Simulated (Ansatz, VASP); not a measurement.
**One calculation of Hf, two programs**

The input INCAR:

```
SYSTEM = Hf
ALGO = Normal
EDIFF = 1E-6
ENCUT = 520
ISIF = 2
ISMEAR = -1
LASPH = .TRUE.
LCHARG = .FALSE.
LREAL = .FALSE.
LWAVE = .FALSE.
NBANDS = 11
NELM = 60
PREC = Accurate
SIGMA = 0.05
```

KPOINTS

```
k-points
0
G
  14 14 14
  0 0 0
```

Contents of POSCAR:

```
Hf
1.0
   -1.7526385178      1.7526385178      1.7526385178
    1.7526385178     -1.7526385178      1.7526385178
    1.7526385178      1.7526385178     -1.7526385178
Hf
1
Direct
    0.0000000000      0.0000000000      0.0000000000
```

Input for Ansatz:

```yaml
crystal:
  lattice:
    - [-1.7526385178, 1.7526385178, 1.7526385178]
    - [1.7526385178, -1.7526385178, 1.7526385178]
    - [1.7526385178, 1.7526385178, -1.7526385178]
  atoms:
    - { symbol: Hf, position: [0.0, 0.0, 0.0] }
kpoints:
  mp_grid: { grid: [14, 14, 14] }
scf:
  occupations: { method: fermi_dirac, width: 0.05 }
hamiltonian:
  xc: lda
  pseudopotentials: { kind: all_electron, lapw: { basis_error: 0.0005 } }
output:
  forces: true
  stress: true
  eigenvalues: true
```

Change from the starting cell: volume scaled by 0.975.

Alike in both runs: task single point; functional LDA; k mesh 14 × 14 × 14; occupations fermi-dirac, width 0.05 eV; no spin polarisation.

|  | VASP | Ansatz |
| --- | --- | --- |
| version | VASP 6.6.1 | Ansatz 0.2.0 |
| potentials or method | VASP PAW LDA potentials, release 64 (Hf_pv), cutoff 520 eV | all-electron LAPW, scalar-relativistic |

Ansatz gave:

```
pressure (GPa) : -5.6
```

Question: Which values does VASP return?

Answer: Pressure (GPa): -5.5.

LDA's correlation is that of Perdew and Zunger in VASP and of Perdew and Wang (1992) in Ansatz. Ansatz ran all-electron here, and VASP with PAW potentials.

Neither program's run includes spin-orbit coupling.
